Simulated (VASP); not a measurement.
# BiSe4 (Fd-3m) in VASP: notebook

BiSe4 is run at these levels: PBE; tasks: single point, relaxation of cell and atoms.

Program: VASP 6.6.1. These are calculated values, not measurements. Logs are shortened: lines on timing, memory, paths and dates and some standing lists are left out, and cuts for length are marked.

**1. The cell of the first run**

Symmetry: Fd-3m, No. 227, cubic system. Conventional cell: a = 10.461 Å, b = 10.461 Å, c = 10.461 Å, α = 90.00°, β = 90.00°, γ = 90.00°. Within 3.4 Å of Bi (site symmetry -43m) lie 4 Se at 2.59 Å. Se (site symmetry 3m) has 1 Bi at 2.59 Å and 3 Se at 3.17 Å within 3.4 Å.

The cell was generated, and may not be a known phase.

**2. Single point, PBE**

INCAR reads:

```
SYSTEM = BiSe4
PREC = Accurate ; ENCUT = 520
EDIFF = 1E-6 ; ISMEAR = 0
SIGMA = 0.1 ; LREAL = .FALSE.
LASPH = .TRUE. ; NELM = 60
ALGO = Normal ; ISIF = 2
LWAVE = .FALSE. ; LCHARG = .FALSE.
GGA = PE ; NBANDS = 50
```

KPOINTS reads:

```
Automatic mesh
0
G
  4 4 4
  0 0 0
```

POSCAR reads:

```
BiSe4
1.0
    0.0000000000      5.2303155800      5.2303155800
    5.2303155800      0.0000000000      5.2303155800
    5.2303155800      5.2303155800      0.0000000000
Bi Se
2 8
Direct
    0.0000000000      0.0000000000      0.0000000000
    0.2500000000      0.2500000000      0.2500000000
    0.8570681600      0.8570681600      0.8570681600
    0.8570681600      0.8570681600      0.4287955200
    0.8570681600      0.4287955200      0.8570681600
    0.4287955200      0.8570681600      0.8570681600
    0.3929318400      0.3929318400      0.8212044800
    0.3929318400      0.3929318400      0.3929318400
    0.3929318400      0.8212044800      0.3929318400
    0.8212044800      0.3929318400      0.3929318400
```

Potentials or basis: VASP PAW PBE potentials, release 64 (Bi_d, Se).

Command:

```console
$ cat potpaw_PBE.64/Bi_d/POTCAR potpaw_PBE.64/Se/POTCAR > POTCAR
$ mpirun -np 1 vasp_std > vasp.out
```

OUTCAR:

```text
SYSTEM = BiSe4
   PREC = Accurate
   ENCUT = 520
   EDIFF = 1E-6
   ISMEAR = 0
   LREAL = .FALSE.
   LASPH = .TRUE.
   NELM = 60
   ISIF = 2
   GGA = PE

 ion  position               nearest neighbor table
   1  0.000  0.000  0.000-   4 2.59   5 2.59   6 2.59   3 2.59
   2  0.250  0.250  0.250-   7 2.59   9 2.59  10 2.59   8 2.59
   3  0.857  0.857  0.857-   1 2.59
   4  0.857  0.857  0.429-   1 2.59
   5  0.857  0.429  0.857-   1 2.59
   6  0.429  0.857  0.857-   1 2.59
   7  0.393  0.393  0.821-   2 2.59
   8  0.393  0.393  0.393-   2 2.59
   9  0.393  0.821  0.393-   2 2.59
  10  0.821  0.393  0.393-   2 2.59

  LATTYP: Found a face centered cubic cell.
 ALAT       =    10.4606311600

  Lattice vectors:

 A1 = (   0.0000000000,   5.2303155800,   5.2303155800)
 A2 = (   5.2303155800,   0.0000000000,   5.2303155800)
 A3 = (   5.2303155800,   5.2303155800,   0.0000000000)

Analysis of symmetry for initial positions (statically):
=====================================================================
 Subroutine PRICEL returns:
 Original cell was already a primitive cell.

 Routine SETGRP: Setting up the symmetry group for a
 face centered cubic supercell.

 Subroutine GETGRP returns: Found 48 space group operations
 (whereof 24 operations were pure point group operations)
 out of a pool of 48 trial point group operations.

The static configuration has the point symmetry T_d .
 The point group associated with its full space group is O_h .

Analysis of symmetry for dynamics (positions and initial velocities):
=====================================================================
 Subroutine PRICEL returns:
 Original cell was already a primitive cell.

 Routine SETGRP: Setting up the symmetry group for a
 face centered cubic supercell.

 Subroutine GETGRP returns: Found 48 space group operations
 (whereof 24 operations were pure point group operations)
 out of a pool of 48 trial point group operations.

The dynamic configuration has the point symmetry T_d .
 The point group associated with its full space group is O_h .

 Subroutine INISYM returns: Found 48 space group operations
 (whereof 24 operations are pure point group operations),
 and found     1 'primitive' translations

----------------------------------------------------------------------------------------

                                     Primitive cell

  volume of cell :     286.1631

  direct lattice vectors                    reciprocal lattice vectors
     0.000000000  5.230315580  5.230315580    -0.095596526  0.095596526  0.095596526
     5.230315580  0.000000000  5.230315580     0.095596526 -0.095596526  0.095596526
     5.230315580  5.230315580  0.000000000     0.095596526  0.095596526 -0.095596526

  length of vectors
     7.396783229  7.396783229  7.396783229     0.165578040  0.165578040  0.165578040

  position of ions in fractional coordinates (direct lattice)
     0.000000000  0.000000000  0.000000000
     0.250000000  0.250000000  0.250000000
     0.857068160  0.857068160  0.857068160
     0.857068160  0.857068160  0.428795520
     0.857068160  0.428795520  0.857068160
     0.428795520  0.857068160  0.857068160
     0.392931840  0.392931840  0.821204480
     0.392931840  0.392931840  0.392931840
     0.392931840  0.821204480  0.392931840
     0.821204480  0.392931840  0.392931840

  ion indices of the primitive-cell ions
   primitive index   ion index
                 1           1
                 2           2
                 3           3
                 4           4
                 5           5
                 6           6
                 7           7
                 8           8
                 9           9
                10          10

----------------------------------------------------------------------------------------

 KPOINTS: Automatic mesh

Automatic generation of k-mesh.
 Grid dimensions read from file:
 generate k-points for:    4    4    4

 Generating k-lattice:

  Cartesian coordinates                     Fractional coordinates (reciprocal lattice)
    -0.023899132  0.023899132  0.023899132     0.250000000  0.000000000  0.000000000
     0.023899132 -0.023899132  0.023899132     0.000000000  0.250000000  0.000000000
     0.023899132  0.023899132 -0.023899132     0.000000000  0.000000000  0.250000000

  Length of vectors
     0.041394510  0.041394510  0.041394510

  Shift w.r.t. Gamma in fractional coordinates (k-lattice)
     0.000000000  0.000000000  0.000000000

 Subroutine IBZKPT returns following result:
 ===========================================

 Found      8 irreducible k-points:

 Following reciprocal coordinates:
            Coordinates               Weight
  0.000000  0.000000  0.000000      1.000000
  0.250000  0.000000  0.000000      8.000000
  0.500000  0.000000  0.000000      4.000000
  0.250000  0.250000  0.000000      6.000000
  0.500000  0.250000  0.000000     24.000000
 -0.250000  0.250000  0.000000     12.000000
  0.500000  0.500000  0.000000      3.000000
 -0.250000  0.500000  0.250000      6.000000
   k-points           NKPTS =      8   k-points in BZ     NKDIM =      8   number of bands    NBANDS=     50
   number of dos      NEDOS =    301   number of ions     NIONS =     10
   total plane-waves  NPLWV = 175616
   dimension x,y,z NGX =    56 NGY =   56 NGZ =   56
   dimension x,y,z NGXF=   112 NGYF=  112 NGZF=  112
   ions per type =               2   8
   NGX,Y,Z   is equivalent  to a cutoff of  12.59, 12.59, 12.59 a.u.
   NGXF,Y,Z  is equivalent  to a cutoff of  25.17, 25.17, 25.17 a.u.
 SYSTEM =  BiSe4
   PREC   = accura    normal or accurate (medium, high low for compatibility)
   ISTART =      0    job   : 0-new  1-cont  2-samecut
   ICHARG =      2    charge: 1-file 2-atom 10-const
   ISPIN  =      1    spin polarized calculation?
   LNONCOLLINEAR =      F non collinear calculations
   LSORBIT =      F    spin-orbit coupling
   LASPH  =      T    aspherical Exc in radial PAW
   ENCUT  =  520.0 eV  38.22 Ry    6.18 a.u.  13.75 13.75 13.75*2*pi/ulx,y,z
   NELM   =     60;   NELMIN=  2; NELMDL= -5     # of ELM steps
   EDIFF  = 0.1E-05   stopping-criterion for ELM
   LREAL  =      F    real-space projection
   EDIFFG = 0.1E-04   stopping-criterion for IOM
   NSW    =      0    number of steps for IOM
   IBRION =     -1    ionic relax: 0-MD 1-quasi-New 2-CG
   NFREE  =      0    steps in history (QN), initial steepest desc. (CG)
   ISIF   =      2    stress and relaxation
   ISYM   =      2    0-nonsym 1-usesym 2-fastsym
   POTIM  = 0.5000    time-step for ionic-motion
   TEBEG  =    0.0;   TEEND  =   0.0 temperature during run
   PSTRESS=    0.0 pullay stress
   NELECT =      78.0000    total number of electrons
   NUPDOWN=      -1.0000    fix difference up-down
   EMIN   =  10.00;   EMAX   =-10.00  energy-range for DOS
   EFERMI =   0.00;   METHOD = LEGACY
   ISMEAR =     0;   SIGMA  =   0.10  broadening in eV -4-tet -1-fermi 0-gaus
   EFERMI_NEDOS =   21; number of points for ismear=-14 and -15
   IALGO  =     38    algorithm
   IMIX   =      4    mixing-type and parameters
     AMIX     =   0.40;   BMIX     =  1.00
     AMIX_MAG =   1.60;   BMIX_MAG =  1.00
  volume/ion in A,a.u.               =      28.62       193.11
  Fermi-wavevector in a.u.,A,eV,Ry     =   1.061456  2.005860 15.329519  1.126688
  Thomas-Fermi vector in A             =   2.196872
   LORBIT       =      0    0 simple, 1 ext, 2 COOP (PROOUT), +10 PAW based schemes
   GGA     = PE    functional components
   LHFCALC =     F    Hartree Fock is set to
   AEXX    =    0.0000 exact exchange contribution
   IVDW    =     0    specifies the selected vdW correction
   LEPSILON=     F    determine dielectric tensor
   LRPA    =     F    only Hartree local field effects (RPA)
 non-spin polarized calculation
 Gauss-broadening in eV      SIGMA  =   0.10
  energy-cutoff  :      520.00
  volume of cell :      286.16
 maximum number of plane-waves:      7768
 NGX is ok and might be reduce to    56
   NGX = 27   NGY = 27   NGZ = 27

 number of electron      78.0000006 magnetization

 Free energy of the ion-electron system (eV)
  ---------------------------------------------------
  ext. energy  EPLUGINS =         0.00000000
  ---------------------------------------------------
  free energy    TOTEN  =       -30.29054310 eV

  energy without entropy =      -30.19036835  energy(sigma->0) =      -30.24045573

 E-fermi :   3.1267     XC(G=0):  -9.1682

 val. band max:        3.1246519918   @ k =   0.5000   0.2500   0.0000
 cond. band min:       3.1741207063   @ k =   0.2500   0.0000   0.0000
 fundamental gap:      0.0494687145
 Fermi energy:         3.1266717867

 k-point     1 :       0.0000    0.0000    0.0000
  band No.  band energies     occupation
      1     -20.0191      2.00000
      2     -20.0191      2.00000
      3     -20.0191      2.00000
      4     -20.0159      2.00000
      5     -20.0159      2.00000
      6     -20.0159      2.00000
[... 42 lines left out ...]
     49       6.9838      0.00000
     50       6.9838      0.00000

 k-point     2 :       0.2500    0.0000    0.0000
  band No.  band energies     occupation
      1     -20.0193      2.00000
      2     -20.0193      2.00000
      3     -20.0192      2.00000
      4     -20.0158      2.00000
      5     -20.0156      2.00000
      6     -20.0156      2.00000
[... 42 lines left out ...]
     49       7.3229      0.00000
     50       7.3229      0.00000

 k-point     3 :       0.5000    0.0000    0.0000
  band No.  band energies     occupation
      1     -20.0196      2.00000
      2     -20.0196      2.00000
      3     -20.0194      2.00000
      4     -20.0157      2.00000
      5     -20.0154      2.00000
      6     -20.0154      2.00000
[... 254 lines left out ...]
     49       8.3887      0.00000
     50       8.3887      0.00000

 k-point     8 :      -0.2500    0.5000    0.2500
  band No.  band energies     occupation
      1     -20.0201      2.00000
      2     -20.0201      2.00000
      3     -20.0174      2.00000
      4     -20.0174      2.00000
      5     -20.0149      2.00000
      6     -20.0149      2.00000
[... 42 lines left out ...]
     49       8.0114      0.00000
     50       8.0114      0.00000

------------------------ aborting loop because EDIFF is reached ----------------------------------------

  FORCE on cell =-STRESS in cart. coord.  units (eV):
  Direction    XX          YY          ZZ          XY          YZ          ZX
  --------------------------------------------------------------------------------------
  -------------------------------------------------------------------------------------
  Total        3.1052602      3.1052602      3.1052602     -0.0000000     -0.0000000      0.0000000
  in kB       17.3858088     17.3858088     17.3858088     -0.0000000     -0.0000000      0.0000000
  external PRESSURE =      17.3858088 kB  Pullay stress =       0.0000000 kB

 VOLUME and BASIS-vectors are now :
 -----------------------------------------------------------------------------
  energy-cutoff  :      520.00
  volume of cell :      286.16
      direct lattice vectors                 reciprocal lattice vectors
     0.000000000  5.230315580  5.230315580    -0.095596526  0.095596526  0.095596526
     5.230315580  0.000000000  5.230315580     0.095596526 -0.095596526  0.095596526
     5.230315580  5.230315580  0.000000000     0.095596526  0.095596526 -0.095596526

 POSITION                                       TOTAL-FORCE (eV/Angst)
 -----------------------------------------------------------------------------------
      0.00000      0.00000      0.00000        -0.000000     -0.000000     -0.000000
      2.61516      2.61516      2.61516        -0.000000     -0.000000     -0.000000
      8.96547      8.96547      8.96547        -0.575304     -0.575304     -0.575304
      6.72547      6.72547      8.96547         0.575304      0.575304     -0.575304
      6.72547      8.96547      6.72547         0.575304     -0.575304      0.575304
      8.96547      6.72547      6.72547        -0.575304      0.575304      0.575304
      6.35032      6.35032      4.11032        -0.575304     -0.575304      0.575304
      4.11032      4.11032      4.11032         0.575304      0.575304      0.575304
      6.35032      4.11032      6.35032        -0.575304      0.575304     -0.575304
      4.11032      6.35032      6.35032         0.575304     -0.575304     -0.575304
 -----------------------------------------------------------------------------------
    total drift:                                0.000000      0.000000      0.000000

  FREE ENERGIE OF THE ION-ELECTRON SYSTEM (eV)
  ---------------------------------------------------
  free  energy   TOTEN  =       -30.2905431026 eV

  energy  without entropy=      -30.1903683510  energy(sigma->0) =      -30.24045573
```

It took 93 s on 1 thread of AMD EPYC 9R45 (Zen 5), shared host; peak memory 0.42 GiB.

Results:

- Free energy: -30.2905 eV
- Pressure: 1.7 GPa
- Largest force: 0.996 eV/Å
- Band gap on the k mesh: zero (bands 39 and 40 overlap by 0.62 eV)

Forces on the atoms (eV/Å):
```
Bi   0.000  0.000  0.000
Bi   0.000  0.000  0.000
Se  -0.575 -0.575 -0.575
Se   0.575  0.575 -0.575
Se   0.575 -0.575  0.575
Se  -0.575  0.575  0.575
Se  -0.575 -0.575  0.575
Se   0.575  0.575  0.575
Se  -0.575  0.575 -0.575
Se   0.575 -0.575 -0.575
```

Caveat: spin-orbit coupling is left out, which moves the levels of the heavy elements.

**3. Single point, PBE**

This run uses another cell than the first one, of 28.53 Å³/atom.

INCAR reads:

```
  PREC = Accurate
  ENCUT = 520
  EDIFF = 1E-6
  ISMEAR = 0
  SIGMA = 0.1
  LREAL = False
  LASPH = True
  NELM = 80
  ALGO = Normal
  ISIF = 2
  LWAVE = False
  LCHARG = False
  GGA = PE
  NBANDS = 50
```

KPOINTS reads:

```
regular mesh
0
Gamma
  4 4 4
```

POSCAR reads:

```
BiSe4
1.0
    0.0000000000      5.2250227289      5.2250227289
    5.2250227289      0.0000000000      5.2250227289
    5.2250227289      5.2250227289      0.0000000000
Bi Se
2 8
Direct
    0.0000000000      0.0000000000      0.0000000000
    0.2500000000      0.2500000000      0.2500000000
    0.8478107006      0.8478107006      0.8478107006
    0.8478107006      0.8478107006      0.4565678983
    0.8478107006      0.4565678983      0.8478107006
    0.4565678983      0.8478107006      0.8478107006
    0.4021892994      0.4021892994      0.7934321017
    0.4021892994      0.4021892994      0.4021892994
    0.4021892994      0.7934321017      0.4021892994
    0.7934321017      0.4021892994      0.4021892994
```

Potentials or basis: VASP PAW PBE potentials, release 64 (Bi_d, Se).

Command:

```console
$ cat potpaw_PBE.64/Bi_d/POTCAR potpaw_PBE.64/Se/POTCAR > POTCAR
$ mpirun -np 1 vasp_std > vasp.out
```

It took 93 s on 1 thread of AMD EPYC 9R45 (Zen 5), shared host; peak memory 0.41 GiB.

It converged, with:

- Free energy: -31.0408 eV
- Pressure: 0.0 GPa
- Largest force: 0.066 eV/Å
- Band gap on the k mesh: zero (bands 39 and 40 overlap by 0.34 eV)

Forces on the atoms (eV/Å):
```
Bi   0.000  0.000  0.000
Bi   0.000  0.000  0.000
Se  -0.038 -0.038 -0.038
Se   0.038  0.038 -0.038
Se   0.038 -0.038  0.038
Se  -0.038  0.038  0.038
Se  -0.038 -0.038  0.038
Se   0.038  0.038  0.038
Se  -0.038  0.038 -0.038
Se   0.038 -0.038 -0.038
```

Levels at points of the mesh, in eV from the Fermi level:
```csv
k point,band 35,band 36,band 37,band 38,band 39,band 40,band 41,band 42
"(0.00, 0.00, 0.00)",-0.69,-0.43,-0.43,-0.43,0.33,0.33,0.33,0.67
"(0.50, 0.00, 0.00)",-0.57,-0.57,-0.35,-0.11,-0.01,-0.01,0.01,0.24
"(0.50, 0.50, 0.00)",-0.69,-0.69,-0.09,-0.09,0.01,0.01,0.35,0.35
```

Caveat: spin-orbit coupling is left out, which moves the levels of the heavy elements.

**4. Single point, PBE**

This run uses another cell than the first one, of 28.52 Å³/atom.

INCAR reads:

```
SYSTEM = BiSe4
PREC = Accurate ; ENCUT = 520
EDIFF = 1E-6 ; ISMEAR = 0
SIGMA = 0.1 ; LREAL = .FALSE.
LASPH = .TRUE. ; NELM = 80
ALGO = Normal ; ISIF = 2
LWAVE = .FALSE. ; LCHARG = .FALSE.
GGA = PE ; NBANDS = 50
```

KPOINTS reads:

```
regular mesh
0
G
  6 6 6
  0 0 0
```

POSCAR reads:

```
BiSe4
1.0
    0.0000000000      5.2247437367      5.2247437367
    5.2247437367      0.0000000000      5.2247437367
    5.2247437367      5.2247437367      0.0000000000
Bi Se
2 8
Direct
    0.5000000000      0.5000000000      0.5000000000
    0.7500000000      0.7500000000      0.7500000000
    0.3475187346      0.3475187346      0.3475187346
    0.3475187346      0.3475187346      0.9574437963
    0.3475187346      0.9574437963      0.3475187346
    0.9574437963      0.3475187346      0.3475187346
    0.9024812654      0.9024812654      0.2925562037
    0.9024812654      0.9024812654      0.9024812654
    0.9024812654      0.2925562037      0.9024812654
    0.2925562037      0.9024812654      0.9024812654
```

Command:

```console
$ cat potpaw_PBE.64/Bi_d/POTCAR potpaw_PBE.64/Se/POTCAR > POTCAR
$ mpirun -np 1 vasp_std > vasp.out
```

It took 3.1 min on 1 thread of AMD EPYC 9R45 (Zen 5), shared host; peak memory 0.47 GiB.

Results (log left out):

```
Free energy            : -31.1260 eV
Pressure               : 0.0 GPa
Largest force          : 0.019 eV/Å
Band gap on the k mesh : zero (bands 39 and 40 overlap by 0.46 eV)
```

Forces in eV/Å, atoms in the order of the input:
```
Bi   0.000  0.000  0.000
Bi   0.000  0.000  0.000
Se  -0.011 -0.011 -0.011
Se   0.011  0.011 -0.011
Se   0.011 -0.011  0.011
Se  -0.011  0.011  0.011
Se  -0.011 -0.011  0.011
Se   0.011  0.011  0.011
Se  -0.011  0.011 -0.011
Se   0.011 -0.011 -0.011
```

Levels at points of the mesh, in eV from the Fermi level:
```tsv
k point	band 35	band 36	band 37	band 38	band 39	band 40	band 41	band 42
(0.00, 0.00, 0.00)	-0.69	-0.40	-0.40	-0.40	0.35	0.35	0.35	0.70
(0.50, 0.00, 0.00)	-0.54	-0.54	-0.33	-0.08	0.02	0.02	0.03	0.28
(0.50, 0.50, 0.00)	-0.66	-0.66	-0.05	-0.05	0.05	0.05	0.38	0.38
```

Caveat: spin-orbit coupling is left out, which moves the levels of the heavy elements.

(Part 1 of 2 ends here.)

The gap in the log of VASP goes by the Fermi energy; the results here count the filled bands.